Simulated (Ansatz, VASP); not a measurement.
**Two plane-wave programs on SnO2**

POSCAR

```
SnO2
1.0
   -2.0000686112      2.0000686112      5.1236788559
    2.0000686112     -2.0000686112      5.1236788559
    2.0000686112      2.0000686112     -5.1236788559
Sn O
2 4
Direct
    0.7500000000      0.2500000000      0.5000000000
    0.0000000000      0.0000000000      0.0000000000
    0.7965225900      0.7965225900      0.0000000000
    0.9534774100      0.4534774100      0.5000000000
    0.2034774100      0.2034774100      0.0000000000
    0.5465225900      0.0465225900      0.5000000000
```

INCAR.step1

```
PREC = Accurate
ENCUT = 520
ISMEAR = 0
SIGMA = 0.1
LREAL = F
LASPH = T
NELM = 100
NBANDS = 35
GGA = PE
ALGO = Normal
EDIFF = 1E-4
LWAVE = T
LCHARG = F
```

Contents of INCAR.step2:

```
PREC = Accurate
ENCUT = 520
EDIFF = 1E-6
ISMEAR = 0
SIGMA = 0.1
LREAL = F
LASPH = T
NELM = 100
ALGO = Normal
ISIF = 2
LWAVE = F
LCHARG = T
METAGGA = R2SCAN
LMIXTAU = T
LELF = T
LVHAR = T
NBANDS = 35
ISTART = 1
```

KPOINTS

```
regular mesh
0
Gamma
  6 6 6
```

Input for Ansatz:

```yaml
crystal:
  lattice:
    - [-2.0000686112, 2.0000686112, 5.1236788559]
    - [2.0000686112, -2.0000686112, 5.1236788559]
    - [2.0000686112, 2.0000686112, -5.1236788559]
  atoms:
    - { symbol: Sn, position: [0.75, 0.25, 0.5] }
    - { symbol: Sn, position: [0.0, 0.0, 0.0] }
    - { symbol: O, position: [0.79652259, 0.79652259, 0.0] }
    - { symbol: O, position: [0.95347741, 0.45347741, 0.5] }
    - { symbol: O, position: [0.20347741, 0.20347741, 0.0] }
    - { symbol: O, position: [0.54652259, 0.04652259, 0.5] }
basis:
  ecutwfc: 500
kpoints:
  mp_grid: { grid: [6, 6, 6] }
hamiltonian:
  xc: r2scan
scf:
  occupations: { method: gaussian, width: 0.1 }
output:
  forces: true
  stress: true
  eigenvalues: true
```

Alike in both runs: task single point; functional r2SCAN; k mesh 6 × 6 × 6; occupations gaussian, width 0.1 eV; no spin polarisation.

|  | VASP | Ansatz |
| --- | --- | --- |
| version | VASP 6.6.1 | Ansatz 0.2.0 |
| potentials or method | VASP PAW PBE potentials, release 64 (Sn_d, O), cutoff 520 eV | scalar-relativistic, plane waves, PAW |
| valence electrons in the cell | 52 | 52 |

VASP gave:

```
gap on the k mesh at the Fermi level (eV)                     : 2.31
least direct gap on the mesh (eV)                             : 2.70
pressure (GPa)                                                : 0.1
traceless stress, the component that is largest in VASP (GPa) : -0.27
rms of the force components (eV/Å)                            : 0.005
```

Q: Estimate Ansatz's values.

A: gap on the k mesh at the Fermi level (eV): 2.28; least direct gap on the mesh (eV): 2.68; pressure (GPa): -0.9; traceless stress, the component that is largest in VASP (GPa): -0.53; rms of the force components (eV/Å): 0.024.

VASP's potentials were made for PBE, not for r2SCAN. Atom by atom the forces differ by 0.019 eV/Å (rms over components). With one functional, cell and mesh, what is left measures potentials, basis and numerics.
